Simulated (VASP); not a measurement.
Runs of VASP 6.6.1 on Ba. The structure is that of space group Fm-3m (No. 225), or close to it. The cells are those of the table. This isn't the form of Ba at room conditions, which is bcc.

```csv
cell,gap on the mesh (eV),pressure (GPa)
"a = 4.299 Å, angles 60.0°, 1 atom",none,0.4
"a = 4.415 Å, angles 60.0°, 1 atom",none,-0.2
"a = 4.176 Å, angles 60.0°, 1 atom",none,1.3
"a = 4.526 Å, angles 60.0°, 1 atom",none,-0.8
"a = 4.358 Å, angles 60.0°, 1 atom",none,(a)
"a = 4.471 Å, angles 60.0°, 1 atom",none,(b)
"a = 4.238 Å, angles 60.0°, 1 atom",none,0.9
```

Alike in all rows: task single point; level PBEsol; potentials or basis VASP PAW PBE potentials, release 64 (Ba_sv); no spin polarisation; k mesh 14 × 14 × 14; cutoff (eV) 520; smearing gaussian 0.15 eV.

Task: Estimate the missing entries.

Result: (a) 0.1; (b) -0.5.

Caveats: the PAW data sets were made with another functional, which shifts forces and pressure a little; spin-orbit coupling is left out, which moves the levels of the heavy elements.

A k mesh can miss the band edges, and the runs leave out spin-orbit coupling on Ba.

A gap of «none» marks levels without a gap at the run's occupations.
